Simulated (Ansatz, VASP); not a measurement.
Pt in VASP and in Ansatz

```
Pt
1.0
     2.77895    0.00000    0.00000
    -1.38947    2.40664    0.00000
     0.00000    0.00000    4.82387
Pt
2
Direct
  0.33333 0.66667 0.25000
  0.66667 0.33333 0.75000
```

Alike in both runs: task single point; functional r2SCAN; k mesh 11 × 11 × 6; occupations fermi-dirac, width 0.05 eV; no spin polarisation.

|  | VASP | Ansatz |
| --- | --- | --- |
| version | VASP 6.6.1 | Ansatz 0.2.0 |
| potentials or method | VASP PAW PBE potentials, release 64 (Pt_sv_GW) | Ansatz PAW |
| plane-wave cutoff (eV) | 550 | 500 |
| valence electrons in the cell | 36 | 36 |

```tsv
	VASP	Ansatz	Ansatz less VASP
gap on the k mesh at the Fermi level (eV)	none	none	-
pressure (GPa)	-12.5	-10.6	+1.92
traceless stress, the component that is largest in VASP (GPa)	0.93	0.88	-0.043
```

VASP's potentials were made for PBE, not for r2SCAN. A gap of «none» marks a metal or a gap that the smearing closes. The functional is the same, so the differences come from potentials, cutoffs and numerics.

Neither program's run includes spin-orbit coupling.
